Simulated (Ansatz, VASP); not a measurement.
WSe2: VASP beside Ansatz

```
W Se
1.0
     3.27116    0.00000    0.00000
    -1.63558    2.83291    0.00000
     0.00000    0.00000   13.22283
W Se
2 4
Cartesian
  0.0000 1.8886 3.3057
  1.6356 0.9443 9.9171
  0.0000 1.8886 8.2430
  1.6356 0.9443 1.6315
  0.0000 1.8886 11.5913
  1.6356 0.9443 4.9799
```

Alike in both runs: functional PBEsol; k mesh 10 × 10 × 4; occupations fermi-dirac, width 0.08 eV; no spin polarisation.

Ansatz relaxed the structure, and its values are those at the end. VASP's run is a single point on that final structure, the one shown.

|  | VASP | Ansatz |
| --- | --- | --- |
| version | VASP 6.6.1 | Ansatz 0.2.0 |
| potentials or method | VASP PAW PBE potentials, release 64 (W_sv, Se) | PAW with Ansatz's default frozen-core files, scalar-relativistic |
| plane-wave cutoff (eV) | 520 | 420 |
| valence electrons in the cell | 52 | 92 |

VASP gave:

| Quantity | Value |
| --- | --- |
| pressure (GPa) | 0.4 |
| rms of the force components (eV/Å) | 0.029 |

Q: What did Ansatz give for the same quantities?

A: Pressure (GPa): 0.0; rms of the force components (eV/Å): 0.000.

VASP's potentials were made for PBE, not for PBEsol. The functional is the same, so the differences come from potentials, cutoffs and numerics. VASP's potentials hold 52 valence electrons a cell and Ansatz's 92, so a difference there can come from the potentials and not from the codes.

Neither program's run includes spin-orbit coupling.
